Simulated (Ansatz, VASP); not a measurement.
# Zr, level by level in two programs

```
Zr
1.0
    -1.82199    1.82199    1.82199
     1.82199   -1.82199    1.82199
     1.82199    1.82199   -1.82199
Zr
1
Direct
  0.00000 0.00000 0.00000
```

Single points on this cell with VASP 6.6.1 and Ansatz 0.2.0. Each row is one pair of runs. Alike in all rows: spin: off; k mesh: 10 × 10 × 10; smearing: fermi-dirac, width 0.05 eV.

```csv
level,"VASP's potentials, cutoff","Ansatz's potentials, cutoff","gap on the k mesh at the Fermi level (eV), VASP","gap on the k mesh at the Fermi level (eV), Ansatz","pressure (GPa), VASP","pressure (GPa), Ansatz"
RPBE,"VASP PAW PBE potentials, release 64 (Zr_sv), 500 eV","Ansatz PAW, 420 eV",none,none,-2.6,-2.6
LDA,"VASP PAW LDA potentials, release 64 (Zr_sv), 500 eV","Ansatz PAW, 420 eV",none,none,-10.9,-11.0
PBEsol,"VASP PAW PBE potentials, release 64 (Zr_sv), 500 eV","Ansatz PAW, 420 eV",none,none,-8.2,-8.3
r2SCAN,"VASP PAW PBE potentials, release 64 (Zr_sv), 550 eV","Ansatz PAW, 500 eV",none,none,-4.2,-4.2
```

Pressure (GPa): the two programs differ by at most 0.08.

A gap of «none» marks a metal or a gap that the smearing closes.
